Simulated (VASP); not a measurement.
# CsPbBr3 (P4/mmm) in VASP: notebook, part 2 of 2

VASP 6.6.1. The steps go on from the part before.

### Step 3. Single point, PBEsol (strain -0.0600 x Voigt [0, 1, 0, 0, 0, 0])

Contents of INCAR:

```
SYSTEM = CsPbBr3
PREC = Accurate
ENCUT = 520
EDIFF = 1E-6
ISMEAR = 0
SIGMA = 0.05
LREAL = .FALSE.
LASPH = .TRUE.
NELM = 60
ALGO = Normal
ISIF = 2
LWAVE = .FALSE.
LCHARG = .FALSE.
GGA = PS
NBANDS = 30
```

Contents of KPOINTS:

```
regular mesh
0
G
  6 6 6
  0 0 0
```

Contents of POSCAR:

```
CsPbBr3
1.0
    5.8700000000      0.0000000000      0.0000000000
    0.0000000000      5.5178000000      0.0000000000
    0.0000000000      0.0000000000      5.8700000000
Cs Pb Br
1 1 3
Direct
    0.0000000000      0.0000000000      0.0000000000
    0.5000000000      0.5000000000      0.5000000000
    0.0000000000      0.5000000000      0.5000000000
    0.5000000000      0.0000000000      0.5000000000
    0.5000000000      0.5000000000      0.0000000000
```

Potentials or basis: VASP PAW PBE potentials, release 64 (Cs_sv, Pb_d, Br).

Command:

```bash
> cat potpaw_PBE.64/Cs_sv/POTCAR potpaw_PBE.64/Pb_d/POTCAR potpaw_PBE.64/Br/POTCAR > POTCAR
> mpirun -np 1 vasp_std > vasp.out
```

Run time: 5.3 min. Hardware: 1 thread of AMD EPYC 7R13, shared host; peak memory 0.42 GiB.

The run converged. Its results:

- Free energy: -16.6520 eV
- Pressure: 1.8 GPa
- Band gap on the k mesh: 0.91 eV

Stress tensor (GPa, compression positive):
```
0.47 0.00 0.00
0.00 4.55 0.00
0.00 0.00 0.47
```

Levels at points of the mesh, in eV from the valence-band top:
```csv
k point,band 19,band 20,band 21,band 22,band 23,band 24,band 25,band 26
"(0.00, 0.00, 0.00)",-2.66,-2.57,-2.56,-2.56,2.45,3.40,3.55,4.09
"(0.50, 0.00, 0.00)",-2.80,-2.71,-2.69,-1.91,2.21,3.90,4.50,4.54
"(0.00, 0.50, 0.00)",-2.88,-2.71,-2.71,-1.36,2.47,4.16,4.63,4.73
"(0.50, 0.50, 0.00)",-2.96,-2.75,-2.17,-0.68,1.48,1.99,4.27,4.68
"(0.50, 0.00, 0.50)",-2.90,-2.77,-2.24,-1.18,1.73,1.73,4.68,5.00
"(0.50, 0.50, 0.50)",-2.22,-2.15,-2.15,0.00,0.91,0.91,1.42,3.94
```

Caveat: the cell differs from its parent crystal (strain -0.0600 x Voigt [0, 1, 0, 0, 0, 0]); the PAW data sets were made with another functional, which shifts forces and pressure a little; spin-orbit coupling is left out, which moves the levels of the heavy elements.

### Step 4. Single point, PBEsol (strain -0.0450 x Voigt [0, 1, 0, 0, 0, 0])

Contents of INCAR:

```
PREC = Accurate
ENCUT = 520
EDIFF = 1E-7
ISMEAR = 0
SIGMA = 0.05
LREAL = False
LASPH = True
NELM = 60
ALGO = Normal
ISIF = 2
LWAVE = False
LCHARG = False
GGA = PS
NBANDS = 30
```

Contents of KPOINTS:

```
Automatic mesh
0
Gamma
  6 6 6
```

POSCAR: that of step 3 with these lines changed.

```diff
@@ -3,3 +3,3 @@
     5.8700000000      0.0000000000      0.0000000000
-    0.0000000000      5.5178000000      0.0000000000
+    0.0000000000      5.6058500000      0.0000000000
     0.0000000000      0.0000000000      5.8700000000
```

Potentials or basis: VASP PAW PBE potentials, release 64 (Cs_sv, Pb_d, Br).

Command:

```bash
> cat potpaw_PBE.64/Cs_sv/POTCAR potpaw_PBE.64/Pb_d/POTCAR potpaw_PBE.64/Br/POTCAR > POTCAR
> mpirun -np 1 vasp_std > vasp.out
```

OUTCAR:

```text
PREC = Accurate
   ENCUT = 520
   EDIFF = 1E-7
   ISMEAR = 0
   LREAL = False
   LASPH = True
   NELM = 60
   ISIF = 2
   GGA = PS

 ion  position               nearest neighbor table
   1  0.000  0.000  0.000-
   2  0.500  0.500  0.500-   4 2.80   4 2.80   5 2.94   5 2.94   3 2.94   3 2.94
   3  0.000  0.500  0.500-   2 2.94   2 2.94
   4  0.500  0.000  0.500-   2 2.80   2 2.80
   5  0.500  0.500  0.000-   2 2.94   2 2.94

  LATTYP: Found a simple tetragonal cell.
 ALAT       =     5.8700000000
 C/A-ratio  =     0.9550000000

  Lattice vectors:

 A1 = (  -5.8700000000,   0.0000000000,   0.0000000000)
 A2 = (   0.0000000000,   0.0000000000,   5.8700000000)
 A3 = (   0.0000000000,   5.6058500000,   0.0000000000)

Analysis of symmetry for initial positions (statically):
=====================================================================
 Subroutine PRICEL returns:
 Original cell was already a primitive cell.

 Routine SETGRP: Setting up the symmetry group for a
 simple tetragonal supercell.
[... 173 lines left out ...]

 E-fermi :   2.0727     XC(G=0):  -8.0195

 val. band max:        1.8098576228   @ k =   0.5000   0.5000   0.5000
 cond. band min:       2.8767610508   @ k =   0.5000   0.5000   0.5000
 fundamental gap:      1.0669034280
 Fermi energy:         2.0727040172

 k-point     1 :       0.0000    0.0000    0.0000
  band No.  band energies     occupation
      1     -19.9147      2.00000
      2     -15.3471      2.00000
      3     -15.2451      2.00000
      4     -15.0645      2.00000
      5     -15.0574      2.00000
      6     -15.0574      2.00000
[... 781 lines left out ...]
     29       7.4653      0.00000
     30       7.5421      0.00000

 [... further k-points ...]

------------------------ aborting loop because EDIFF is reached ----------------------------------------

  FORCE on cell =-STRESS in cart. coord.  units (eV):
  Direction    XX          YY          ZZ          XY          YZ          ZX
  --------------------------------------------------------------------------------------
  -------------------------------------------------------------------------------------
  Total        0.4152191      3.7599678      0.4152191      0.0000000      0.0000000      0.0000000
  in kB        3.4440561     31.1872463      3.4440561      0.0000000      0.0000000      0.0000000
  external PRESSURE =      12.6917861 kB  Pullay stress =       0.0000000 kB

 VOLUME and BASIS-vectors are now :
 -----------------------------------------------------------------------------
  energy-cutoff  :      520.00
  volume of cell :      193.16
      direct lattice vectors                 reciprocal lattice vectors
     5.870000000  0.000000000  0.000000000     0.170357751  0.000000000  0.000000000
     0.000000000  5.605850000  0.000000000     0.000000000  0.178385080  0.000000000
     0.000000000  0.000000000  5.870000000     0.000000000  0.000000000  0.170357751

 POSITION                                       TOTAL-FORCE (eV/Angst)
 -----------------------------------------------------------------------------------
      0.00000      0.00000      0.00000         0.000000      0.000000      0.000000
      2.93500      2.80293      2.93500         0.000000      0.000000      0.000000
      0.00000      2.80293      2.93500         0.000000      0.000000      0.000000
      2.93500      0.00000      2.93500         0.000000      0.000000      0.000000
      2.93500      2.80293      0.00000         0.000000      0.000000      0.000000
 -----------------------------------------------------------------------------------
    total drift:                                0.000000     -0.000000     -0.000000

  FREE ENERGIE OF THE ION-ELECTRON SYSTEM (eV)
  ---------------------------------------------------
  free  energy   TOTEN  =       -16.7246613338 eV

  energy  without entropy=      -16.7246613338  energy(sigma->0) =      -16.72466133
```

OSZICAR:

```text
N       E                     dE             d eps       ncg     rms          rms(c)
DAV:   1     0.392968708792E+03    0.39297E+03   -0.18710E+04  2400   0.131E+03
DAV:   2     0.324206159104E+02   -0.36055E+03   -0.34310E+03  2760   0.301E+02
DAV:   3    -0.154335491250E+02   -0.47854E+02   -0.47415E+02  3092   0.118E+02
DAV:   4    -0.171182710162E+02   -0.16847E+01   -0.16794E+01  2956   0.277E+01
DAV:   5    -0.171748063807E+02   -0.56535E-01   -0.56518E-01  3132   0.464E+00    0.504E+00
DAV:   6    -0.167543043705E+02    0.42050E+00   -0.68456E-01  3552   0.867E+00    0.295E+00
DAV:   7    -0.167196513291E+02    0.34653E-01   -0.39234E-01  3686   0.379E+00    0.908E-01
DAV:   8    -0.167239845988E+02   -0.43333E-02   -0.50051E-02  3350   0.186E+00    0.210E-01
DAV:   9    -0.167244792543E+02   -0.49466E-03   -0.61913E-03  3456   0.654E-01    0.104E-01
DAV:  10    -0.167245804214E+02   -0.10117E-03   -0.54425E-04  3030   0.138E-01    0.462E-02
DAV:  11    -0.167246591960E+02   -0.78775E-04   -0.22395E-04  3342   0.121E-01    0.192E-02
DAV:  12    -0.167246617394E+02   -0.25434E-05   -0.20849E-05  3336   0.251E-02    0.127E-02
DAV:  13    -0.167246611295E+02    0.60993E-06   -0.33759E-06  3338   0.133E-02    0.349E-03
DAV:  14    -0.167246613360E+02   -0.20657E-06   -0.13420E-06  3678   0.105E-02    0.217E-03
DAV:  15    -0.167246613338E+02    0.21860E-08   -0.13906E-07  2342   0.285E-03
   1 F= -.16724661E+02 E0= -.16724661E+02  d E =-.130043E-15
```

stdout:

```text
POSCAR found type information on POSCAR CsPbBr
 POSCAR found :  3 types and       5 ions
 scaLAPACK will be used
 -----------------------------------------------------------------------------
|                                                                             |
|                                                                             |
|     You enforced a specific xc type in the INCAR file but a different       |
|     I HOPE YOU KNOW WHAT YOU ARE DOING!                                     |
|                                                                             |
 -----------------------------------------------------------------------------

 LDA part: xc-table for (Slater+PW92), standard interpolation
 POSCAR, INCAR and KPOINTS ok, starting setup
 FFT: planning ... GRIDC
 FFT: planning ... GRID_SOFT
 FFT: planning ... GRID
 WAVECAR not read
 entering main loop
```

It took 5.6 min on 1 thread of AMD EPYC 7R13, shared host; peak memory 0.42 GiB.

Results:

* Free energy: -16.7247 eV
* Pressure: 1.3 GPa
* Band gap on the k mesh: 1.07 eV

Caveat: the cell differs from its parent crystal (strain -0.0450 x Voigt [0, 1, 0, 0, 0, 0]); the PAW data sets were made with another functional, which shifts forces and pressure a little; spin-orbit coupling is left out, which moves the levels of the heavy elements.

### Step 5. Summary

| cell | gap on the mesh (eV) | pressure (GPa) |
| --- | --- | --- |
| a = 5.870, b = 6.222 Å, 5 atoms | 1.39 | -0.9 |
| a = 5.870, b = 5.518 Å, 5 atoms | 0.91 | 1.8 |
| a = 5.870, b = 5.606 Å, 5 atoms | 1.07 | 1.3 |

Alike in all rows: task single point; level PBEsol; potentials or basis VASP PAW PBE potentials, release 64 (Cs_sv, Pb_d, Br); no spin polarisation; k mesh 6 × 6 × 6; cutoff (eV) 520; smearing gaussian 0.05 eV.

Caveats: the PAW data sets were made with another functional, which shifts forces and pressure a little; spin-orbit coupling is left out, which moves the levels of the heavy elements.

Absolute energies hang on the potentials; compare differences alone.
